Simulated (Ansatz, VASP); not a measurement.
# Ti6C in VASP and in Ansatz

```
Ti C
1.0
     5.21188    0.00000    0.00000
    -2.60594    4.51362    0.00000
     0.00000    0.00000    4.21668
Ti C
6 1
Direct
  0.32812 0.00000 0.50000
  0.00000 0.32812 0.50000
  0.67188 0.67188 0.50000
  0.67188 0.00000 0.50000
  0.00000 0.67188 0.50000
  0.32812 0.32812 0.50000
  0.00000 0.00000 0.00000
```

Alike in both runs: task relaxation of cell and atoms; functional PBE; k mesh 6 × 6 × 4; occupations gaussian, width 0.1 eV; no spin polarisation.

|  | VASP | Ansatz |
| --- | --- | --- |
| version | VASP 6.6.1 | Ansatz 0.2.0 |
| potentials or method | VASP PAW PBE potentials, release 64 (Ti_sv, C), cutoff 600 eV | scalar-relativistic, plane waves, PAW |
| valence electrons in the cell | 76 | 76 |

Ansatz gave:

| Item | Value |
| --- | --- |
| gap on the k mesh at the Fermi level, each at its own relaxed structure (eV) | none |
| relaxed volume (Å³/atom) | 17.90 |
| relaxed length of the cell vector where the two differ most in proportion (Å) | 7.592 |

Which values does VASP return?

gap on the k mesh at the Fermi level, each at its own relaxed structure (eV): none; relaxed volume (Å³/atom): 17.61; relaxed length of the cell vector where the two differ most in proportion (Å): 7.524.

A gap of «none» marks a metal or a gap that the smearing closes.

The k mesh is coarse, so the values compare programs but aren't converged. Noted on VASP's run: the volume moved by over 15 % at a fixed basis, so the end points are rough.
